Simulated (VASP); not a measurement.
# SnSe (Pnma) in VASP: single point with PBE

Aim: the single point of SnSe with PBE.

Everything below comes from runs of VASP 6.6.1. Logs are shortened: lines on timing, memory, paths and dates and some standing lists are left out, and cuts for length are marked.

**1. The cell of the first run**

It takes space group Pnma (No. 62, orthorhombic). Conventional cell: a = 11.785 Å, b = 4.206 Å, c = 4.567 Å, α = 90.00°, β = 90.00°, γ = 90.00°. Sn (site symmetry m) has 6 Se at 2.78 to 3.55 Å within 3.7 Å. Within 3.7 Å of Se (site symmetry m) lie 6 Sn at 2.78 to 3.55 Å.

**2. Single point, PBE**

INCAR reads:

```
SYSTEM = SnSe
PREC = Accurate
ENCUT = 520
EDIFF = 1E-6
ISMEAR = 0
SIGMA = 0.02
LREAL = .FALSE.
LASPH = .TRUE.
NELM = 100
ALGO = Normal
ISIF = 2
LWAVE = .FALSE.
LCHARG = .FALSE.
GGA = PE
NBANDS = 50
```

KPOINTS reads:

```
Automatic mesh
0
G
  4 8 6
  0 0 0
```

POSCAR reads:

```
SnSe
1.0
   11.7846806080      0.0000000000      0.0000000000
    0.0000000000      4.2055755375      0.0000000000
    0.0000000000      0.0000000000      4.5666227304
Sn Se
4 4
Direct
    0.6212116370      0.7500000000      0.3838691210
    0.8787883630      0.2500000000      0.8838691210
    0.3787883630      0.2500000000      0.6161308790
    0.1212116370      0.7500000000      0.1161308790
    0.1452787522      0.2500000000      0.5236402155
    0.6452787522      0.2500000000      0.9763597845
    0.3547212478      0.7500000000      0.0236402155
    0.8547212478      0.7500000000      0.4763597845
```

Potentials or basis: VASP PAW PBE potentials, release 64 (Sn_d, Se).

Run with:

```bash
cat potpaw_PBE.64/Sn_d/POTCAR potpaw_PBE.64/Se/POTCAR > POTCAR
mpirun -np 1 vasp_std > vasp.out
```

OUTCAR:

```text
SYSTEM = SnSe
   PREC = Accurate
   ENCUT = 520
   EDIFF = 1E-6
   ISMEAR = 0
   LREAL = .FALSE.
   LASPH = .TRUE.
   NELM = 100
   ISIF = 2
   GGA = PE

 ion  position               nearest neighbor table
   1  0.621  0.750  0.384-   8 2.78   6 2.82   6 2.82   3 3.70   3 3.70
   2  0.879  0.250  0.884-   6 2.78   8 2.82   8 2.82   4 3.70   4 3.70
   3  0.379  0.250  0.616-   5 2.78   7 2.82   7 2.82   1 3.70   1 3.70
   4  0.121  0.750  0.116-   7 2.78   5 2.82   5 2.82   2 3.70   2 3.70
   5  0.145  0.250  0.524-   3 2.78   4 2.82   4 2.82
   6  0.645  0.250  0.976-   2 2.78   1 2.82   1 2.82
   7  0.355  0.750  0.024-   4 2.78   3 2.82   3 2.82
   8  0.855  0.750  0.476-   1 2.78   2 2.82   2 2.82

  LATTYP: Found a simple orthorhombic cell.
 ALAT       =     4.2055755375
 B/A-ratio  =     1.0858496512
 C/A-ratio  =     2.8021564475

  Lattice vectors:

 A1 = (   0.0000000000,   4.2055755375,   0.0000000000)
 A2 = (   0.0000000000,   0.0000000000,   4.5666227304)
 A3 = (  11.7846806080,   0.0000000000,   0.0000000000)

Analysis of symmetry for initial positions (statically):
=====================================================================
 Subroutine PRICEL returns:
 Original cell was already a primitive cell.

 Routine SETGRP: Setting up the symmetry group for a
 simple orthorhombic supercell.

 Subroutine GETGRP returns: Found  8 space group operations
 (whereof  2 operations were pure point group operations)
 out of a pool of  8 trial point group operations.

The static configuration has the point symmetry S_2 .
 The point group associated with its full space group is D_2h.

Analysis of symmetry for dynamics (positions and initial velocities):
=====================================================================
 Subroutine PRICEL returns:
 Original cell was already a primitive cell.

 Routine SETGRP: Setting up the symmetry group for a
 simple orthorhombic supercell.

 Subroutine GETGRP returns: Found  8 space group operations
 (whereof  2 operations were pure point group operations)
 out of a pool of  8 trial point group operations.

The dynamic configuration has the point symmetry S_2 .
 The point group associated with its full space group is D_2h.

 Subroutine INISYM returns: Found  8 space group operations
 (whereof  2 operations are pure point group operations),
 and found     1 'primitive' translations

----------------------------------------------------------------------------------------

                                     Primitive cell

  volume of cell :     226.3281

  direct lattice vectors                    reciprocal lattice vectors
    11.784680608  0.000000000  0.000000000     0.084855927  0.000000000  0.000000000
     0.000000000  4.205575537  0.000000000     0.000000000  0.237779584  0.000000000
     0.000000000  0.000000000  4.566622730     0.000000000  0.000000000  0.218980209

  length of vectors
    11.784680608  4.205575537  4.566622730     0.084855927  0.237779584  0.218980209

  position of ions in fractional coordinates (direct lattice)
     0.621211637  0.750000000  0.383869121
     0.878788363  0.250000000  0.883869121
     0.378788363  0.250000000  0.616130879
     0.121211637  0.750000000  0.116130879
     0.145278752  0.250000000  0.523640216
     0.645278752  0.250000000  0.976359784
     0.354721248  0.750000000  0.023640216
     0.854721248  0.750000000  0.476359784

  ion indices of the primitive-cell ions
   primitive index   ion index
                 1           1
                 2           2
                 3           3
                 4           4
                 5           5
                 6           6
                 7           7
                 8           8

----------------------------------------------------------------------------------------

 KPOINTS: Automatic mesh

Automatic generation of k-mesh.
 Grid dimensions read from file:
 generate k-points for:    4    8    6

 Generating k-lattice:

  Cartesian coordinates                     Fractional coordinates (reciprocal lattice)
     0.021213982  0.000000000  0.000000000     0.250000000  0.000000000  0.000000000
     0.000000000  0.029722448  0.000000000     0.000000000  0.125000000  0.000000000
     0.000000000  0.000000000  0.036496702     0.000000000  0.000000000  0.166666667

  Length of vectors
     0.021213982  0.029722448  0.036496702

  Shift w.r.t. Gamma in fractional coordinates (k-lattice)
     0.000000000  0.000000000  0.000000000

 Subroutine IBZKPT returns following result:
 ===========================================

 Found     60 irreducible k-points:

 Following reciprocal coordinates:
            Coordinates               Weight
  0.000000  0.000000  0.000000      1.000000
  0.250000  0.000000  0.000000      2.000000
  0.500000  0.000000  0.000000      1.000000
  0.000000  0.125000  0.000000      2.000000
  0.250000  0.125000  0.000000      4.000000
  0.500000  0.125000  0.000000      2.000000
[... 16 lines left out ...]
  0.250000  0.250000  0.166667      8.000000
  0.500000  0.250000  0.166667      4.000000
 [... further k-points ...]
   k-points           NKPTS =     60   k-points in BZ     NKDIM =     60   number of bands    NBANDS=     50
   number of dos      NEDOS =    301   number of ions     NIONS =      8
   total plane-waves  NPLWV = 103680
   dimension x,y,z NGX =    90 NGY =   32 NGZ =   36
   dimension x,y,z NGXF=   180 NGYF=   64 NGZF=   72
   ions per type =               4   4
   NGX,Y,Z   is equivalent  to a cutoff of  12.70, 12.65, 13.11 a.u.
   NGXF,Y,Z  is equivalent  to a cutoff of  25.39, 25.30, 26.21 a.u.
 SYSTEM =  SnSe
   PREC   = accura    normal or accurate (medium, high low for compatibility)
   ISTART =      0    job   : 0-new  1-cont  2-samecut
   ICHARG =      2    charge: 1-file 2-atom 10-const
   ISPIN  =      1    spin polarized calculation?
   LNONCOLLINEAR =      F non collinear calculations
   LSORBIT =      F    spin-orbit coupling
   LASPH  =      T    aspherical Exc in radial PAW
   ENCUT  =  520.0 eV  38.22 Ry    6.18 a.u.  21.91  7.82  8.49*2*pi/ulx,y,z
   NELM   =    100;   NELMIN=  2; NELMDL= -5     # of ELM steps
   EDIFF  = 0.1E-05   stopping-criterion for ELM
   LREAL  =      F    real-space projection
[... 7 lines left out ...]
   TEBEG  =    0.0;   TEEND  =   0.0 temperature during run
   PSTRESS=    0.0 pullay stress
   NELECT =      80.0000    total number of electrons
   NUPDOWN=      -1.0000    fix difference up-down
   EMIN   =  10.00;   EMAX   =-10.00  energy-range for DOS
   EFERMI =   0.00;   METHOD = LEGACY
   ISMEAR =     0;   SIGMA  =   0.02  broadening in eV -4-tet -1-fermi 0-gaus
   EFERMI_NEDOS =   21; number of points for ismear=-14 and -15
   IALGO  =     38    algorithm
   IMIX   =      4    mixing-type and parameters
     AMIX     =   0.40;   BMIX     =  1.00
     AMIX_MAG =   1.60;   BMIX_MAG =  1.00
  volume/ion in A,a.u.               =      28.29       190.92
  Fermi-wavevector in a.u.,A,eV,Ry     =   1.157512  2.187380 18.229537  1.339833
  Thomas-Fermi vector in A             =   2.294122
   LORBIT       =      0    0 simple, 1 ext, 2 COOP (PROOUT), +10 PAW based schemes
   GGA     = PE    functional components
   LHFCALC =     F    Hartree Fock is set to
   AEXX    =    0.0000 exact exchange contribution
   IVDW    =     0    specifies the selected vdW correction
   LEPSILON=     F    determine dielectric tensor
   LRPA    =     F    only Hartree local field effects (RPA)
 non-spin polarized calculation
 Gauss-broadening in eV      SIGMA  =   0.02
  energy-cutoff  :      520.00
  volume of cell :      226.33
 maximum number of plane-waves:      6125
 NGX is ok and might be reduce to    90
   NGX = 43   NGY = 15   NGZ = 17

 number of electron      79.9999980 magnetization

 Free energy of the ion-electron system (eV)
  ---------------------------------------------------
  ext. energy  EPLUGINS =         0.00000000
  ---------------------------------------------------
  free energy    TOTEN  =       -32.88878316 eV

  energy without entropy =      -32.88878316  energy(sigma->0) =      -32.88878316

 E-fermi :   4.9642     XC(G=0):  -9.4210

 val. band max:        4.8072285529   @ k =   0.0000   0.0000   0.3333
 cond. band min:       5.4773906780   @ k =   0.0000   0.3750   0.0000
 fundamental gap:      0.6701621252
 Fermi energy:         4.9642217589

 k-point     1 :       0.0000    0.0000    0.0000
  band No.  band energies     occupation
      1     -16.4815      2.00000
      2     -16.4741      2.00000
      3     -16.4701      2.00000
      4     -16.4681      2.00000
      5     -16.4676      2.00000
      6     -16.4650      2.00000
[... 42 lines left out ...]
     49       9.4312      0.00000
     50       9.5218      0.00000

 k-point     2 :       0.2500    0.0000    0.0000
  band No.  band energies     occupation
      1     -16.4806      2.00000
      2     -16.4754      2.00000
      3     -16.4697      2.00000
      4     -16.4680      2.00000
      5     -16.4679      2.00000
      6     -16.4661      2.00000
[... 42 lines left out ...]
     49       9.5863      0.00000
     50       9.7689      0.00000

 k-point     3 :       0.5000    0.0000    0.0000
  band No.  band energies     occupation
      1     -16.4782      2.00000
      2     -16.4782      2.00000
      3     -16.4688      2.00000
      4     -16.4688      2.00000
      5     -16.4672      2.00000
      6     -16.4672      2.00000
[... 42 lines left out ...]
     49       9.4886      0.00000
     50       9.4886      0.00000

 k-point     4 :       0.0000    0.1250    0.0000
  band No.  band energies     occupation
      1     -16.4789      2.00000
      2     -16.4730      2.00000
      3     -16.4694      2.00000
      4     -16.4679      2.00000
      5     -16.4662      2.00000
      6     -16.4660      2.00000
[... 999 lines left out ...]
 k-point    23 :       0.2500    0.2500    0.1667
  band No.  band energies     occupation
      1     -16.4761      2.00000
      2     -16.4742      2.00000
      3     -16.4724      2.00000
      4     -16.4714      2.00000
      5     -16.4655      2.00000
      6     -16.4640      2.00000
[... 42 lines left out ...]
     49       8.8790      0.00000
     50       9.4273      0.00000

 k-point    24 :       0.5000    0.2500    0.1667
  band No.  band energies     occupation
      1     -16.4753      2.00000
      2     -16.4753      2.00000
      3     -16.4717      2.00000
      4     -16.4717      2.00000
      5     -16.4649      2.00000
      6     -16.4649      2.00000
[... 42 lines left out ...]
     49       9.0084      0.00000
     50       9.0084      0.00000

 [... further k-points ...]
[... 5 lines left out ...]
  --------------------------------------------------------------------------------------
  -------------------------------------------------------------------------------------
  Total        0.0673732      0.0335584      0.0290901      0.0000000      0.0000000      0.0000000
  in kB        0.4769351      0.2375600      0.2059288      0.0000000      0.0000000      0.0000000
  external PRESSURE =       0.3068080 kB  Pullay stress =       0.0000000 kB

 VOLUME and BASIS-vectors are now :
 -----------------------------------------------------------------------------
  energy-cutoff  :      520.00
  volume of cell :      226.33
      direct lattice vectors                 reciprocal lattice vectors
    11.784680608  0.000000000  0.000000000     0.084855927  0.000000000  0.000000000
     0.000000000  4.205575537  0.000000000     0.000000000  0.237779584  0.000000000
     0.000000000  0.000000000  4.566622730     0.000000000  0.000000000  0.218980209

 POSITION                                       TOTAL-FORCE (eV/Angst)
 -----------------------------------------------------------------------------------
      7.32078      3.15418      1.75299        -0.014783     -0.000000      0.011137
     10.35624      1.05139      4.03630         0.014783     -0.000000      0.011137
      4.46390      1.05139      2.81364         0.014783     -0.000000     -0.011137
      1.42844      3.15418      0.53033        -0.014783      0.000000     -0.011137
      1.71206      1.05139      2.39127        -0.010535     -0.000000      0.010722
      7.60440      1.05139      4.45867        -0.010535      0.000000     -0.010722
      4.18028      3.15418      0.10796         0.010535     -0.000000      0.010722
     10.07262      3.15418      2.17536         0.010535     -0.000000     -0.010722
 -----------------------------------------------------------------------------------
    total drift:                               -0.000000     -0.000000      0.000000

  FREE ENERGIE OF THE ION-ELECTRON SYSTEM (eV)
  ---------------------------------------------------
  free  energy   TOTEN  =       -32.8887831570 eV

  energy  without entropy=      -32.8887831570  energy(sigma->0) =      -32.88878316
```

Run time: 7.2 min. Hardware: 1 thread of Intel Xeon Platinum 8488C (Sapphire Rapids), shared host; peak memory 0.64 GiB.

Results:

- Free energy: -32.8888 eV
- Pressure: 0.0 GPa
- Largest force: 0.019 eV/Å
- Band gap on the k mesh: 0.67 eV, indirect (least direct gap 0.94 eV)

Forces in eV/Å, atoms in the order of the input:
```
Sn  -0.015  0.000  0.011
Sn   0.015  0.000  0.011
Sn   0.015  0.000 -0.011
Sn  -0.015  0.000 -0.011
Se  -0.011  0.000  0.011
Se  -0.011  0.000 -0.011
Se   0.011  0.000  0.011
Se   0.011  0.000 -0.011
```

Caveat: spin-orbit coupling is left out, which moves the levels of the heavy elements. A k mesh can miss the band edges.
